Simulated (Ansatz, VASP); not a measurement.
**Two plane-wave programs on BaTiO3**

```
CELL_PARAMETERS angstrom
2.84000 1.63967 2.33135
-2.84000 1.63967 2.33135
0.00000 -3.27935 2.33135
ATOMIC_POSITIONS crystal
Ba 0.99679 0.99679 0.99679
Ti 0.48333 0.48333 0.48333
O 0.50983 0.50983 0.01942
O 0.01942 0.50983 0.50983
O 0.50983 0.01942 0.50983
```

Alike in both runs: task single point; functional r2SCANh; k mesh 4 × 4 × 4; no spin polarisation.

```csv
,VASP,Ansatz
version,VASP 6.6.1,Ansatz 0.2.0
potentials or method,"VASP PAW PBE potentials, release 64 (Ba_sv, Ti_sv, O)","plane waves, PAW"
plane-wave cutoff (eV),580,500
occupations,"gaussian, width 0.01 eV",fixed
valence electrons in the cell,40,40
```

```csv
,VASP,Ansatz,Ansatz less VASP
gap on the k mesh at the Fermi level (eV),3.69,3.70,+0.014
pressure (GPa),0.2,-1.5,-1.74
"traceless stress, the component that is largest in VASP (GPa)",0.02,0.12,+0.094
rms of the force components (eV/Å),0.010,0.062,+0.0521
```

VASP's potentials were made for PBE, not for r2SCANh. Atom by atom the forces differ by 0.061 eV/Å (rms over components). Ansatz's warnings: stress exchange threshold loose, stress scf threshold loose.

Spin-orbit coupling is off throughout.
